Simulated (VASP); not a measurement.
# Ni (P6_3/mmc) in VASP: a series of runs

Aim: see how the results for Ni move with the level of theory and the settings. Levels: PBE+D4, PBE, BLYP+D4. Tasks: single point.

All numbers are computed with VASP 6.6.1; they aren't measurements. Logs are shortened: lines on timing, memory, paths and dates and some standing lists are left out, and cuts for length are marked.

## (1) The cell of the first run

Symmetry: P6_3/mmc, No. 194, hexagonal system. Conventional cell: a = 2.464 Å, b = 2.464 Å, c = 4.034 Å, α = 90.00°, β = 90.00°, γ = 120.00°. Ni (site symmetry -6m2) has 12 Ni at 2.46 to 2.47 Å within 3.3 Å.

This isn't the form of Ni at room conditions, which is fcc.

## (2) Single point, PBE+D4, collinear spin, ferromagnetic start

The input, INCAR:

```
SYSTEM = Ni
PREC     = Accurate       ! precision mode
ENCUT    = 590            ! plane-wave cutoff, eV
EDIFF    = 1E-6           ! SCF threshold, eV
ISMEAR   = -1             ! smearing method
SIGMA    = 0.05           ! smearing width, eV
LREAL    = .FALSE.        ! projectors in reciprocal space
LASPH    = .TRUE.         ! aspherical terms in the spheres
NELM     = 200            ! most SCF steps
ALGO     = Normal         ! electronic algorithm
ISIF     = 2              ! what is computed and relaxed
LWAVE    = .FALSE.        ! write WAVECAR
LCHARG   = .FALSE.        ! write CHGCAR
ISPIN    = 2              ! spin polarisation
MAGMOM   = 1 1            ! initial moments
LORBIT   = 11             ! projections on sites
LMAXMIX  = 4              ! l up to which the mixer works
GGA      = PE             ! functional
IVDW     = 13             ! dispersion correction
NBANDS   = 29             ! bands
GGA_COMPAT= .FALSE.
```

The input, KPOINTS:

```
regular mesh
0
G
  12 12 7
  0 0 0
```

The input, POSCAR:

```
Ni
1.0
    2.4635745356      0.0000000000      0.0000000000
   -1.2317872678      2.1335181319      0.0000000000
    0.0000000000      0.0000000000      4.0343840893
Ni
2
Direct
    0.6666666667      0.3333333333      0.7500000000
    0.3333333333      0.6666666667      0.2500000000
```

Potentials or basis: VASP PAW PBE potentials, release 64 (Ni_sv_GW).

Run with:

```
cat potpaw_PBE.64/Ni_sv_GW/POTCAR > POTCAR
mpirun -np 1 vasp_std > vasp.out
```

OUTCAR:

```text
SYSTEM = Ni
   PREC = Accurate
   ENCUT = 590
   EDIFF = 1E-6
   ISMEAR = -1
   LREAL = .FALSE.
   LASPH = .TRUE.
   NELM = 200
   ISIF = 2
   ISPIN = 2
   LORBIT = 11
   GGA = PE
   IVDW = 13

 ion  position               nearest neighbor table
   1  0.667  0.333  0.750-   2 2.47   2 2.47   2 2.47   2 2.47   2 2.47   2 2.47
   2  0.333  0.667  0.250-   1 2.47   1 2.47   1 2.47   1 2.47   1 2.47   1 2.47

  LATTYP: Found a hexagonal cell.
 ALAT       =     2.4635745356
 C/A-ratio  =     1.6376139755

  Lattice vectors:

 A1 = (   2.4635745356,   0.0000000000,   0.0000000000)
 A2 = (  -1.2317872678,   2.1335181319,   0.0000000000)
 A3 = (   0.0000000000,   0.0000000000,   4.0343840893)

Analysis of symmetry for initial positions (statically):
=====================================================================
 Subroutine PRICEL returns:
 Original cell was already a primitive cell.

 Routine SETGRP: Setting up the symmetry group for a
 hexagonal supercell.

 Subroutine GETGRP returns: Found 24 space group operations
 (whereof 12 operations were pure point group operations)
 out of a pool of 24 trial point group operations.

The static configuration has the point symmetry D_3d.
 The point group associated with its full space group is D_6h.

Analysis of symmetry for dynamics (positions and initial velocities):
=====================================================================
 Subroutine PRICEL returns:
 Original cell was already a primitive cell.

 Routine SETGRP: Setting up the symmetry group for a
 hexagonal supercell.

 Subroutine GETGRP returns: Found 24 space group operations
 (whereof 12 operations were pure point group operations)
 out of a pool of 24 trial point group operations.

The dynamic configuration has the point symmetry D_3d.
 The point group associated with its full space group is D_6h.

Analysis of structural, dynamic, and magnetic symmetry:
=====================================================================
 Subroutine PRICEL returns:
 Original cell was already a primitive cell.

 Routine SETGRP: Setting up the symmetry group for a
 hexagonal supercell.

 Subroutine GETGRP returns: Found 24 space group operations
 (whereof 12 operations were pure point group operations)
 out of a pool of 24 trial point group operations.

The overall configuration has the point symmetry D_3d.
 The point group associated with its full space group is D_6h.

 Subroutine INISYM returns: Found 24 space group operations
 (whereof 12 operations are pure point group operations),
 and found     1 'primitive' translations

----------------------------------------------------------------------------------------

                                     Primitive cell

  volume of cell :      21.2050

  direct lattice vectors                    reciprocal lattice vectors
     2.463574536  0.000000000  0.000000000     0.405914246  0.234354699  0.000000000
    -1.231787268  2.133518132  0.000000000     0.000000000  0.468709398  0.000000000
     0.000000000  0.000000000  4.034384089     0.000000000  0.000000000  0.247869310

  length of vectors
     2.463574536  2.463574536  4.034384089     0.468709398  0.468709398  0.247869310

  position of ions in fractional coordinates (direct lattice)
     0.666666667  0.333333333  0.750000000
     0.333333333  0.666666667  0.250000000

  ion indices of the primitive-cell ions
   primitive index   ion index
                 1           1
                 2           2

----------------------------------------------------------------------------------------

 KPOINTS: regular mesh

Automatic generation of k-mesh.
 Grid dimensions read from file:
 generate k-points for:   12   12    7

 Generating k-lattice:

  Cartesian coordinates                     Fractional coordinates (reciprocal lattice)
     0.033826187  0.019529558  0.000000000     0.083333333  0.000000000  0.000000000
     0.000000000  0.039059117  0.000000000     0.000000000  0.083333333  0.000000000
     0.000000000  0.000000000  0.035409901     0.000000000  0.000000000  0.142857143

  Length of vectors
     0.039059117  0.039059117  0.035409901

  Shift w.r.t. Gamma in fractional coordinates (k-lattice)
     0.000000000  0.000000000  0.000000000

 Subroutine IBZKPT returns following result:
 ===========================================

 Found     76 irreducible k-points:

 Following reciprocal coordinates:
            Coordinates               Weight
  0.000000  0.000000  0.000000      1.000000
  0.083333 -0.000000  0.000000      6.000000
  0.166667  0.000000  0.000000      6.000000
  0.250000 -0.000000  0.000000      6.000000
  0.333333 -0.000000  0.000000      6.000000
  0.416667 -0.000000  0.000000      6.000000
[... 16 lines left out ...]
  0.250000 -0.000000  0.142857     12.000000
  0.333333 -0.000000  0.142857     12.000000
 [... further k-points ...]
   k-points           NKPTS =     76   k-points in BZ     NKDIM =     76   number of bands    NBANDS=     29
   number of dos      NEDOS =    301   number of ions     NIONS =      2
   total plane-waves  NPLWV =  12800
   dimension x,y,z NGX =    20 NGY =   20 NGZ =   32
   dimension x,y,z NGXF=    40 NGYF=   40 NGZF=   64
   ions per type =               2
   NGX,Y,Z   is equivalent  to a cutoff of  13.50, 13.50, 13.19 a.u.
   NGXF,Y,Z  is equivalent  to a cutoff of  26.99, 26.99, 26.37 a.u.
 SYSTEM =  Ni
   PREC   = accura    normal or accurate (medium, high low for compatibility)
   ISTART =      0    job   : 0-new  1-cont  2-samecut
   ICHARG =      2    charge: 1-file 2-atom 10-const
   ISPIN  =      2    spin polarized calculation?
   LNONCOLLINEAR =      F non collinear calculations
   LSORBIT =      F    spin-orbit coupling
   LASPH  =      T    aspherical Exc in radial PAW
   ENCUT  =  590.0 eV  43.36 Ry    6.59 a.u.   4.88  4.88  7.99*2*pi/ulx,y,z
   NELM   =    200;   NELMIN=  2; NELMDL= -5     # of ELM steps
   EDIFF  = 0.1E-05   stopping-criterion for ELM
   LREAL  =      F    real-space projection
   EDIFFG = 0.1E-04   stopping-criterion for IOM
   NSW    =      0    number of steps for IOM
   IBRION =     -1    ionic relax: 0-MD 1-quasi-New 2-CG
   NFREE  =      0    steps in history (QN), initial steepest desc. (CG)
   ISIF   =      2    stress and relaxation
   ISYM   =      2    0-nonsym 1-usesym 2-fastsym
   POTIM  = 0.5000    time-step for ionic-motion
   TEBEG  =    0.0;   TEEND  =   0.0 temperature during run
   PSTRESS=    0.0 pullay stress
   NELECT =      36.0000    total number of electrons
   NUPDOWN=      -1.0000    fix difference up-down
   EMIN   =  10.00;   EMAX   =-10.00  energy-range for DOS
   EFERMI =   0.00;   METHOD = LEGACY
   ISMEAR =    -1;   SIGMA  =   0.05  broadening in eV -4-tet -1-fermi 0-gaus
   EFERMI_NEDOS =   21; number of points for ismear=-14 and -15
   IALGO  =     38    algorithm
   IMIX   =      4    mixing-type and parameters
     AMIX     =   0.40;   BMIX     =  1.00
     AMIX_MAG =   1.60;   BMIX_MAG =  1.00
  volume/ion in A,a.u.               =      10.60        71.55
  Fermi-wavevector in a.u.,A,eV,Ry     =   1.952971  3.690581 51.893949  3.814098
  Thomas-Fermi vector in A             =   2.979901
   LORBIT       =     11    0 simple, 1 ext, 2 COOP (PROOUT), +10 PAW based schemes
   GGA     = PE    functional components
   LHFCALC =     F    Hartree Fock is set to
   AEXX    =    0.0000 exact exchange contribution
   IVDW    =    13    specifies the selected vdW correction
   LEPSILON=     F    determine dielectric tensor
   LRPA    =     F    only Hartree local field effects (RPA)
 spin polarized calculation
  energy-cutoff  :      590.00
  volume of cell :       21.21
 maximum number of plane-waves:       708
 NGX is ok and might be reduce to    20
   NGX =  9   NGY =  9   NGZ = 15

 number of electron      35.9999955 magnetization       1.3077748

 Free energy of the ion-electron system (eV)
  ---------------------------------------------------
  ext. energy  EPLUGINS =         0.00000000
  ---------------------------------------------------
  free energy    TOTEN  =       -12.78433897 eV

  energy without entropy =      -12.74926872  energy(sigma->0) =      -12.76680385

 E-fermi :   8.2269     XC(G=0): -14.0418

 val. band max:        8.2252842532   @ k =   0.0833  -0.0000   0.1429
 cond. band min:       8.2289251505   @ k =   0.2500   0.1667   0.1429
 fundamental gap:      0.0036408973
 Fermi energy:         8.2269401267

 spin component 1

 k-point     1 :       0.0000    0.0000    0.0000
  band No.  band energies     occupation
      1     -95.5235      1.00000
      2     -95.4874      1.00000
      3     -56.0021      1.00000
      4     -55.8157      1.00000
      5     -55.8157      1.00000
      6     -55.7810      1.00000
[... 21 lines left out ...]
     28      34.2876      0.00000
     29      38.9041      0.00000

 k-point     2 :       0.0833   -0.0000    0.0000
  band No.  band energies     occupation
      1     -95.5208      1.00000
      2     -95.4858      1.00000
      3     -55.9963      1.00000
      4     -55.8270      1.00000
      5     -55.8192      1.00000
      6     -55.7933      1.00000
[... 21 lines left out ...]
     28      36.6808      0.00000
     29      37.4912      0.00000

 k-point     3 :       0.1667    0.0000    0.0000
  band No.  band energies     occupation
      1     -95.5145      1.00000
      2     -95.4826      1.00000
      3     -55.9810      1.00000
      4     -55.8604      1.00000
      5     -55.8296      1.00000
      6     -55.8274      1.00000
[... 638 lines left out ...]
      5     -55.8791      1.00000
      6     -55.8410      1.00000
[... 21 lines left out ...]
     28      34.2558      0.00000
     29      35.7267      0.00000

 k-point    24 :       0.3333   -0.0000    0.1429
  band No.  band energies     occupation
      1     -95.4956      1.00000
      2     -95.4766      1.00000
      3     -55.9656      1.00000
      4     -55.9281      1.00000
      5     -55.9090      1.00000
      6     -55.8544      1.00000
[... 21 lines left out ...]
     28      32.9293      0.00000
     29      36.5382      0.00000

 [... further k-points ...]

 spin component 2

 k-point     1 :       0.0000    0.0000    0.0000
  band No.  band energies     occupation
      1     -94.6574      1.00000
      2     -94.6202      1.00000
      3     -55.1731      1.00000
      4     -54.9657      1.00000
      5     -54.9657      1.00000
      6     -54.9299      1.00000
[... 21 lines left out ...]
     28      34.3947      0.00000
     29      39.0056      0.00000

 k-point     2 :       0.0833   -0.0000    0.0000
  band No.  band energies     occupation
      1     -94.6546      1.00000
      2     -94.6184      1.00000
      3     -55.1671      1.00000
      4     -54.9776      1.00000
      5     -54.9694      1.00000
      6     -54.9427      1.00000
[... 21 lines left out ...]
     28      36.7817      0.00000
     29      37.5640      0.00000

 k-point     3 :       0.1667    0.0000    0.0000
  band No.  band energies     occupation
      1     -94.6481      1.00000
      2     -94.6152      1.00000
      3     -55.1512      1.00000
      4     -55.0122      1.00000
      5     -54.9802      1.00000
      6     -54.9781      1.00000
[... 638 lines left out ...]
      5     -55.0324      1.00000
      6     -54.9920      1.00000
[... 21 lines left out ...]
     28      34.3587      0.00000
     29      35.7925      0.00000

 k-point    24 :       0.3333   -0.0000    0.1429
  band No.  band energies     occupation
      1     -94.6286      1.00000
      2     -94.6090      1.00000
      3     -55.1256      1.00000
      4     -55.0849      1.00000
      5     -55.0703      1.00000
      6     -55.0059      1.00000
[... 21 lines left out ...]
     28      33.0325      0.00000
     29      36.5824      0.00000

 [... further k-points ...]

------------------------ aborting loop because EDIFF is reached ----------------------------------------

  DFT-D4 for vdW energy calculation

  Edisp (eV):   -0.93189

  FORCE on cell =-STRESS in cart. coord.  units (eV):
  Direction    XX          YY          ZZ          XY          YZ          ZX
  --------------------------------------------------------------------------------------
  -------------------------------------------------------------------------------------
  Total      -0.56095    -0.56095    -0.55649     0.00000    -0.00000     0.00000
  in kB     -42.38339   -42.38339   -42.04645     0.00000    -0.00000     0.00000
  external pressure =      -42.27 kB  Pullay stress =        0.00 kB

 VOLUME and BASIS-vectors are now :
 -----------------------------------------------------------------------------
  energy-cutoff  :      590.00
  volume of cell :       21.21
      direct lattice vectors                 reciprocal lattice vectors
     2.463574536  0.000000000  0.000000000     0.405914246  0.234354699  0.000000000
    -1.231787268  2.133518132  0.000000000     0.000000000  0.468709398  0.000000000
     0.000000000  0.000000000  4.034384089     0.000000000  0.000000000  0.247869310

 POSITION                                       TOTAL-FORCE (eV/Angst)
 -----------------------------------------------------------------------------------
      1.23179      0.71117      3.02579         0.000000     -0.000000      0.000000
     -0.00000      1.42235      1.00860        -0.000000      0.000000      0.000000
 -----------------------------------------------------------------------------------
    total drift:                               -0.000000      0.000000     -0.000000

  FREE ENERGIE OF THE ION-ELECTRON SYSTEM (eV)
  ---------------------------------------------------
  free  energy   TOTEN  =       -13.7162295102 eV

  energy  without entropy=      -13.6811592625  energy(sigma->0) =      -13.69869439

 total charge

# of ion       s       p       d       f       tot
--------------------------------------------------
    1        2.246   6.317   7.814   0.006  16.384
    2        2.246   6.317   7.814   0.006  16.384
--------------------------------------------------
tot          4.493  12.635  15.629   0.011  32.767

 magnetization (x)

# of ion       s       p       d       f       tot
--------------------------------------------------
    1       -0.000  -0.016   0.709  -0.000   0.693
    2       -0.000  -0.016   0.709  -0.000   0.693
--------------------------------------------------
tot         -0.001  -0.031   1.418  -0.000   1.385
```

Wall time 63 s (1 thread of AMD EPYC 9R45 (Zen 5), shared host); peak memory 0.19 GiB.

Results:

* Free energy: -13.7162 eV
* Pressure: -4.2 GPa
* Net moment: 1.31 μB per cell
* Site moments: Ni +0.69 μB
* Valence electrons inside the program's atomic spheres: Ni 16.38
* Dispersion energy per atom: -0.466 eV

Caveat: the cell stands under tension.

(Continued in part 2 of 2.)
